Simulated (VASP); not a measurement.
# CdI2 (P-3m1) in VASP: notebook, part 2 of 3

VASP 6.6.1. Earlier steps stand in the parts before.

## (4) Single point, LDA

File INCAR:

```
SYSTEM = CdI2
PREC = Accurate ; ENCUT = 500
EDIFF = 1E-6 ; ISMEAR = 0
SIGMA = 0.01 ; LREAL = .False.
LASPH = .True. ; NELM = 120
ALGO = Normal ; ISIF = 2
LWAVE = .False. ; LCHARG = .True.
LELF = .True. ; LVHAR = .True.
NBANDS = 20 ; GGA_COMPAT = .False.
```

File KPOINTS:

```
regular mesh
0
Gamma
  6 6 2
  0 0 0
```

File POSCAR:

```
CdI2
1.0
    4.2483568949      0.0000000000      0.0000000000
   -2.1241784474      3.6791849953      0.0000000000
    0.0000000000      0.0000000000      6.8844151716
Cd I
1 2
Direct
    0.0000000000      0.0000000000      0.0000000000
    0.3333333333      0.6666666667      0.2495592320
    0.6666666667      0.3333333333      0.7504407680
```

Potentials or basis: VASP PAW LDA potentials, release 64 (Cd, I).

Started as:

```
$ cat potpaw_LDA.64/Cd/POTCAR potpaw_LDA.64/I/POTCAR > POTCAR
$ mpirun -np 1 vasp_std > vasp.out
```

OUTCAR:

```text
SYSTEM = CdI2
   PREC = Accurate
   ENCUT = 500
   EDIFF = 1E-6
   ISMEAR = 0
   LREAL = .False.
   LASPH = .True.
   NELM = 120
   ISIF = 2

 ion  position               nearest neighbor table
   1  0.000  0.000  0.000-   2 2.99   3 2.99   2 2.99   3 2.99   3 2.99   2 2.99
   2  0.333  0.667  0.250-   1 2.99   1 2.99   1 2.99
   3  0.667  0.333  0.750-   1 2.99   1 2.99   1 2.99

  LATTYP: Found a hexagonal cell.
 ALAT       =     4.2483568949
 C/A-ratio  =     1.6204888953

  Lattice vectors:

 A1 = (   4.2483568949,   0.0000000000,   0.0000000000)
 A2 = (  -2.1241784474,   3.6791849953,   0.0000000000)
 A3 = (   0.0000000000,   0.0000000000,   6.8844151716)

Analysis of symmetry for initial positions (statically):
=====================================================================
 Subroutine PRICEL returns:
 Original cell was already a primitive cell.

 Routine SETGRP: Setting up the symmetry group for a
 hexagonal supercell.

 Subroutine GETGRP returns: Found 12 space group operations
 (whereof 12 operations were pure point group operations)
 out of a pool of 24 trial point group operations.

The static configuration has the point symmetry D_3d.

Analysis of symmetry for dynamics (positions and initial velocities):
=====================================================================
 Subroutine PRICEL returns:
 Original cell was already a primitive cell.

 Routine SETGRP: Setting up the symmetry group for a
 hexagonal supercell.

 Subroutine GETGRP returns: Found 12 space group operations
 (whereof 12 operations were pure point group operations)
 out of a pool of 24 trial point group operations.

The dynamic configuration has the point symmetry D_3d.

 Subroutine INISYM returns: Found 12 space group operations
 (whereof 12 operations are pure point group operations),
 and found     1 'primitive' translations

----------------------------------------------------------------------------------------

                                     Primitive cell

  volume of cell :     107.6068

  direct lattice vectors                    reciprocal lattice vectors
     4.248356895  0.000000000  0.000000000     0.235385121  0.135899663  0.000000000
    -2.124178447  3.679184995  0.000000000     0.000000000  0.271799325  0.000000000
     0.000000000  0.000000000  6.884415172     0.000000000  0.000000000  0.145255621

  length of vectors
     4.248356895  4.248356895  6.884415172     0.271799325  0.271799325  0.145255621

  position of ions in fractional coordinates (direct lattice)
     0.000000000  0.000000000  0.000000000
     0.333333333  0.666666667  0.249559232
     0.666666667  0.333333333  0.750440768

  ion indices of the primitive-cell ions
   primitive index   ion index
                 1           1
                 2           2
                 3           3

----------------------------------------------------------------------------------------

 KPOINTS: regular mesh

Automatic generation of k-mesh.
 Grid dimensions read from file:
 generate k-points for:    6    6    2

 Generating k-lattice:

  Cartesian coordinates                     Fractional coordinates (reciprocal lattice)
     0.039230853  0.022649944  0.000000000     0.166666667  0.000000000  0.000000000
     0.000000000  0.045299888  0.000000000     0.000000000  0.166666667  0.000000000
     0.000000000  0.000000000  0.072627810     0.000000000  0.000000000  0.500000000

  Length of vectors
     0.045299888  0.045299888  0.072627810

  Shift w.r.t. Gamma in fractional coordinates (k-lattice)
     0.000000000  0.000000000  0.000000000

 Subroutine IBZKPT returns following result:
 ===========================================

 Found     14 irreducible k-points:

 Following reciprocal coordinates:
            Coordinates               Weight
  0.000000  0.000000  0.000000      1.000000
  0.166667  0.000000  0.000000      6.000000
  0.333333  0.000000  0.000000      6.000000
  0.500000  0.000000  0.000000      3.000000
  0.166667  0.166667  0.000000      6.000000
  0.333333  0.166667  0.000000     12.000000
  0.333333  0.333333  0.000000      2.000000
  0.000000  0.000000  0.500000      1.000000
  0.166667  0.000000  0.500000      6.000000
  0.333333  0.000000  0.500000      6.000000
  0.500000  0.000000  0.500000      3.000000
  0.166667  0.166667  0.500000      6.000000
  0.333333  0.166667  0.500000     12.000000
  0.333333  0.333333  0.500000      2.000000
   k-points           NKPTS =     14   k-points in BZ     NKDIM =     14   number of bands    NBANDS=     20
   number of dos      NEDOS =    301   number of ions     NIONS =      3
   total plane-waves  NPLWV =  51200
   dimension x,y,z NGX =    32 NGY =   32 NGZ =   50
   dimension x,y,z NGXF=    64 NGYF=   64 NGZF=  100
   ions per type =               1   2
   NGX,Y,Z   is equivalent  to a cutoff of  12.52, 12.52, 12.07 a.u.
   NGXF,Y,Z  is equivalent  to a cutoff of  25.04, 25.04, 24.15 a.u.
 SYSTEM =  CdI2
   PREC   = accura    normal or accurate (medium, high low for compatibility)
   ISTART =      0    job   : 0-new  1-cont  2-samecut
   ICHARG =      2    charge: 1-file 2-atom 10-const
   ISPIN  =      1    spin polarized calculation?
   LNONCOLLINEAR =      F non collinear calculations
   LSORBIT =      F    spin-orbit coupling
   LASPH  =      T    aspherical Exc in radial PAW
   ENCUT  =  500.0 eV  36.75 Ry    6.06 a.u.   7.75  7.75 12.55*2*pi/ulx,y,z
   NELM   =    120;   NELMIN=  2; NELMDL= -5     # of ELM steps
   EDIFF  = 0.1E-05   stopping-criterion for ELM
   LREAL  =      F    real-space projection
   EDIFFG = 0.1E-04   stopping-criterion for IOM
   NSW    =      0    number of steps for IOM
   IBRION =     -1    ionic relax: 0-MD 1-quasi-New 2-CG
   NFREE  =      0    steps in history (QN), initial steepest desc. (CG)
   ISIF   =      2    stress and relaxation
   ISYM   =      2    0-nonsym 1-usesym 2-fastsym
   POTIM  = 0.5000    time-step for ionic-motion
   TEBEG  =    0.0;   TEEND  =   0.0 temperature during run
   PSTRESS=    0.0 pullay stress
   NELECT =      26.0000    total number of electrons
   NUPDOWN=      -1.0000    fix difference up-down
   EMIN   =  10.00;   EMAX   =-10.00  energy-range for DOS
   EFERMI =   0.00;   METHOD = LEGACY
   ISMEAR =     0;   SIGMA  =   0.01  broadening in eV -4-tet -1-fermi 0-gaus
   EFERMI_NEDOS =   21; number of points for ismear=-14 and -15
   IALGO  =     38    algorithm
   IMIX   =      4    mixing-type and parameters
     AMIX     =   0.40;   BMIX     =  1.00
     AMIX_MAG =   1.60;   BMIX_MAG =  1.00
  volume/ion in A,a.u.               =      35.87       242.06
  Fermi-wavevector in a.u.,A,eV,Ry     =   1.019654  1.926866 14.145893  1.039694
  Thomas-Fermi vector in A             =   2.153180
   LORBIT       =      0    0 simple, 1 ext, 2 COOP (PROOUT), +10 PAW based schemes
   GGA     = CA    functional components
   LHFCALC =     F    Hartree Fock is set to
   AEXX    =    0.0000 exact exchange contribution
   IVDW    =     0    specifies the selected vdW correction
   LEPSILON=     F    determine dielectric tensor
   LRPA    =     F    only Hartree local field effects (RPA)
 non-spin polarized calculation
 Gauss-broadening in eV      SIGMA  =   0.01
  energy-cutoff  :      500.00
  volume of cell :      107.61
 maximum number of plane-waves:      2786
 NGX is ok and might be reduce to    32
   NGX = 15   NGY = 15   NGZ = 25

 number of electron      25.9999996 magnetization

 Free energy of the ion-electron system (eV)
  ---------------------------------------------------
  ext. energy  EPLUGINS =         0.00000000
  ---------------------------------------------------
  free energy    TOTEN  =        -7.13867252 eV

  energy without entropy =       -7.13867252  energy(sigma->0) =       -7.13867252

 E-fermi :   1.8479     XC(G=0):  -8.9156

 val. band max:        1.7963543836   @ k =   0.0000   0.0000   0.5000
 cond. band min:       3.9977112918   @ k =   0.5000   0.0000   0.5000
 fundamental gap:      2.2013569082
 Fermi energy:         1.8478867331

 k-point     1 :       0.0000    0.0000    0.0000
  band No.  band energies     occupation
      1     -10.3625      2.00000
      2      -9.6615      2.00000
      3      -5.7903      2.00000
      4      -5.7903      2.00000
      5      -5.6744      2.00000
      6      -5.5898      2.00000
[... 12 lines left out ...]
     19      10.6230      0.00000
[... 283 lines left out ...]
      4      -5.6243      2.00000
      5      -5.5610      2.00000
      6      -5.5478      2.00000
[... 12 lines left out ...]
     19      10.6565      0.00000
     20      10.6566      0.00000

------------------------ aborting loop because EDIFF is reached ----------------------------------------

  FORCE on cell =-STRESS in cart. coord.  units (eV):
  Direction    XX          YY          ZZ          XY          YZ          ZX
  --------------------------------------------------------------------------------------
  -------------------------------------------------------------------------------------
  Total       -1.2763380     -1.2763380     -1.2830038     -0.0000000      0.0000000      0.0000000
  in kB      -19.0036315    -19.0036315    -19.1028808     -0.0000000      0.0000000      0.0000000
  external PRESSURE =     -19.0367146 kB  Pullay stress =       0.0000000 kB

 VOLUME and BASIS-vectors are now :
 -----------------------------------------------------------------------------
  energy-cutoff  :      500.00
  volume of cell :      107.61
      direct lattice vectors                 reciprocal lattice vectors
     4.248356895  0.000000000  0.000000000     0.235385121  0.135899663  0.000000000
    -2.124178447  3.679184995  0.000000000     0.000000000  0.271799325  0.000000000
     0.000000000  0.000000000  6.884415172     0.000000000  0.000000000  0.145255621

 POSITION                                       TOTAL-FORCE (eV/Angst)
 -----------------------------------------------------------------------------------
      0.00000      0.00000      0.00000         0.000000      0.000000      0.000000
     -0.00000      2.45279      1.71807        -0.000000     -0.000000     -0.241426
      2.12418      1.22639      5.16635         0.000000      0.000000      0.241426
 -----------------------------------------------------------------------------------
    total drift:                                0.000000     -0.000000      0.000000

  FREE ENERGIE OF THE ION-ELECTRON SYSTEM (eV)
  ---------------------------------------------------
  free  energy   TOTEN  =        -7.1386725226 eV

  energy  without entropy=       -7.1386725226  energy(sigma->0) =       -7.13867252
```

OSZICAR:

```text
N       E                     dE             d eps       ncg     rms          rms(c)
DAV:   1     0.154919466205E+03    0.15492E+03   -0.11415E+04   568   0.108E+03
DAV:   2     0.202783831360E+01   -0.15289E+03   -0.14743E+03   688   0.244E+02
DAV:   3    -0.731820757346E+01   -0.93460E+01   -0.93159E+01   664   0.600E+01
DAV:   4    -0.746635978101E+01   -0.14815E+00   -0.14813E+00   740   0.721E+00
DAV:   5    -0.746800824332E+01   -0.16485E-02   -0.16484E-02   652   0.740E-01    0.632E+00
DAV:   6    -0.717323289198E+01    0.29478E+00   -0.52900E-01   596   0.765E+00    0.523E+00
DAV:   7    -0.714161239988E+01    0.31620E-01   -0.15614E-01   636   0.249E+00    0.203E+00
DAV:   8    -0.713893376126E+01    0.26786E-02   -0.22936E-02   628   0.161E+00    0.341E-01
DAV:   9    -0.713869483675E+01    0.23892E-03   -0.20403E-03   640   0.481E-01    0.103E-01
DAV:  10    -0.713867003719E+01    0.24800E-04   -0.21251E-04   652   0.127E-01    0.326E-02
DAV:  11    -0.713867285483E+01   -0.28176E-05   -0.22118E-05   636   0.403E-02    0.152E-02
DAV:  12    -0.713867252265E+01    0.33218E-06   -0.17170E-06   428   0.141E-02
   1 F= -.71386725E+01 E0= -.71386725E+01  d E =-.459239E-15
```

Wall time 34 s (1 thread of Intel Xeon 8259CL, shared host); peak memory 0.19 GiB.

Results:

* Free energy: -7.1387 eV
* Pressure: -1.9 GPa
* Largest force: 0.241 eV/Å
* Band gap on the k mesh: 2.20 eV (least direct gap 2.36 eV)

Forces on the atoms (eV/Å):
```
Cd   0.000  0.000  0.000
I    0.000  0.000 -0.241
I    0.000  0.000  0.241
```

Caveat: the k points lie up to 0.46 Å⁻¹ apart; spin-orbit coupling is left out, which moves the levels of the heavy elements.

## (5) Single point, PBE

File INCAR:

```
SYSTEM = CdI2
  PREC = Accurate
  ENCUT = 500
  EDIFF = 1E-6
  ISMEAR = 0
  SIGMA = 0.01
  LREAL = .False.
  LASPH = .True.
  NELM = 120
  ALGO = Normal
  ISIF = 2
  LWAVE = .False.
  LCHARG = .False.
  GGA = PE
  NBANDS = 20
  GGA_COMPAT = .False.
```

File KPOINTS:

```
regular mesh
0
Gamma
  6 6 4
  0 0 0
```

POSCAR is that of step 4.

Potentials or basis: VASP PAW PBE potentials, release 64 (Cd, I).

Started as:

```
$ cat potpaw_PBE.64/Cd/POTCAR potpaw_PBE.64/I/POTCAR > POTCAR
$ mpirun -np 1 vasp_std > vasp.out
```

Run time: 48 s. Hardware: 1 thread of Intel Xeon 8259CL, shared host; peak memory 0.23 GiB.

The run converged. Its results:

```
Free energy            : -5.4925 eV
Pressure               : 1.7 GPa
Largest force          : 0.092 eV/Å
Band gap on the k mesh : 2.37 eV (least direct gap 2.60 eV)
```

Forces on the atoms (eV/Å):
```
Cd   0.000  0.000  0.000
I    0.000  0.000  0.092
I    0.000  0.000 -0.092
```

Stress tensor (GPa, compression positive):
```
1.75 0.00 0.00
0.00 1.75 0.00
0.00 0.00 1.67
```

Levels at points of the mesh, in eV from the valence-band top:
| k point | band 11 | band 12 | band 13 | band 14 | band 15 | band 16 |
| --- | --- | --- | --- | --- | --- | --- |
| (0.00, 0.00, 0.00) | -0.15 | -0.15 | -0.13 | 2.47 | 4.48 | 6.34 |
| (0.50, 0.00, 0.00) | -1.50 | -0.69 | -0.12 | 2.66 | 5.01 | 5.95 |
| (0.00, 0.00, 0.50) | -0.41 | 0.00 | 0.00 | 3.59 | 4.52 | 6.14 |
| (0.50, 0.00, 0.50) | -1.20 | -0.49 | -0.44 | 2.37 | 4.94 | 5.83 |

Caveat: spin-orbit coupling is left out, which moves the levels of the heavy elements; this functional lacks dispersion, which binds the layers, so the pressure and a relaxed spacing across them are unreliable.

## (6) Single point, r2SCAN

POSCAR is that of step 5.

File INCAR.step1:

```
SYSTEM = CdI2
ALGO = Normal
EDIFF = 1E-5
ENCUT = 550
GGA = PE
GGA_COMPAT = .False.
ISMEAR = 0
LASPH = .True.
LCHARG = .False.
LREAL = .False.
LWAVE = .True.
NBANDS = 20
NELM = 120
PREC = Accurate
SIGMA = 0.01
```

File INCAR.step2:

```
SYSTEM = CdI2
ALGO = Normal
EDIFF = 1E-6
ENCUT = 550
GGA_COMPAT = .False.
ISIF = 2
ISMEAR = 0
ISTART = 1
LASPH = .True.
LCHARG = .True.
LELF = .True.
LMIXTAU = .True.
LREAL = .False.
LVHAR = .True.
LWAVE = .False.
METAGGA = R2SCAN
NBANDS = 20
NELM = 120
PREC = Accurate
SIGMA = 0.01
```

File KPOINTS:

```
k-points
0
Gamma
  6 6 2
  0 0 0
```

Potentials or basis: VASP PAW PBE potentials, release 64 (Cd, I).

Started as:

```
$ cat potpaw_PBE.64/Cd/POTCAR potpaw_PBE.64/I/POTCAR > POTCAR
$ cp INCAR.step1 INCAR
$ mpirun -np 1 vasp_std > vasp.out
$ cp INCAR.step2 INCAR
$ mpirun -np 1 vasp_std > vasp.out
```

OUTCAR:

```text
SYSTEM = CdI2
   EDIFF = 1E-6
   ENCUT = 550
   ISIF = 2
   ISMEAR = 0
   ISTART = 1
   LASPH = .True.
   LREAL = .False.
   METAGGA = R2SCAN
   NELM = 120
   PREC = Accurate

 ion  position               nearest neighbor table
   1  0.000  0.000  0.000-   2 2.99   3 2.99   2 2.99   3 2.99   3 2.99   2 2.99
   2  0.333  0.667  0.250-   1 2.99   1 2.99   1 2.99
   3  0.667  0.333  0.750-   1 2.99   1 2.99   1 2.99

  LATTYP: Found a hexagonal cell.
 ALAT       =     4.2483568949
 C/A-ratio  =     1.6204888953
[... 502 lines left out ...]

  FORCE on cell =-STRESS in cart. coord.  units (eV):
  Direction    XX          YY          ZZ          XY          YZ          ZX
  --------------------------------------------------------------------------------------
  -------------------------------------------------------------------------------------
  Total        0.6460907      0.6460907      0.6304072      0.0000000      0.0000000      0.0000000
  in kB        9.6197633      9.6197633      9.3862486      0.0000000      0.0000000      0.0000000
  external PRESSURE =       9.5419250 kB  Pullay stress =       0.0000000 kB

 VOLUME and BASIS-vectors are now :
 -----------------------------------------------------------------------------
  energy-cutoff  :      550.00
  volume of cell :      107.61
      direct lattice vectors                 reciprocal lattice vectors
     4.248356895  0.000000000  0.000000000     0.235385121  0.135899663  0.000000000
    -2.124178447  3.679184995  0.000000000     0.000000000  0.271799325  0.000000000
     0.000000000  0.000000000  6.884415172     0.000000000  0.000000000  0.145255621

 POSITION                                       TOTAL-FORCE (eV/Angst)
 -----------------------------------------------------------------------------------
      0.00000      0.00000      0.00000        -0.000000      0.000000      0.000000
     -0.00000      2.45279      1.71807         0.000000      0.000000      0.022094
      2.12418      1.22639      5.16635        -0.000000      0.000000     -0.022094
 -----------------------------------------------------------------------------------
    total drift:                                0.000000     -0.000000     -0.000000

  FREE ENERGIE OF THE ION-ELECTRON SYSTEM (eV)
  ---------------------------------------------------
  free  energy   TOTEN  =       -71.3551168419 eV

  energy  without entropy=      -71.3551168419  energy(sigma->0) =      -71.35511684
```

Run time: 2.6 min. Hardware: 1 thread of Intel Xeon 8259CL, shared host; peak memory 0.25 GiB.

Results:

| Item | Value |
| --- | --- |
| Free energy | -71.3551 eV |
| Pressure | 1.0 GPa |
| Largest force | 0.022 eV/Å |
| Band gap on the k mesh | 2.82 eV (least direct gap 3.20 eV) |

Forces on the atoms (eV/Å):
```
Cd   0.000  0.000  0.000
I    0.000  0.000  0.022
I    0.000  0.000 -0.022
```

Levels at points of the mesh, in eV from the valence-band top:
```tsv
k point	band 9	band 10	band 11	band 12	band 13	band 14	band 15	band 16	band 17	band 18
(0.00, 0.00, 0.00)	-0.29	-0.29	-0.15	-0.15	-0.12	3.07	5.06	6.91	6.91	8.97
(0.50, 0.00, 0.00)	-2.76	-1.99	-1.52	-0.68	-0.12	3.08	5.60	6.38	7.08	8.19
(0.00, 0.00, 0.50)	-1.59	-0.41	-0.41	0.00	0.00	4.14	5.14	6.70	6.70	8.40
(0.50, 0.00, 0.50)	-3.21	-1.31	-1.20	-0.49	-0.44	2.82	5.46	6.37	7.09	7.89
```

Caveat: the k points lie up to 0.46 Å⁻¹ apart; the PAW data sets were made with another functional, which shifts forces and pressure a little; spin-orbit coupling is left out, which moves the levels of the heavy elements. A k mesh can miss the band edges.

(Continued in part 3 of 3.)
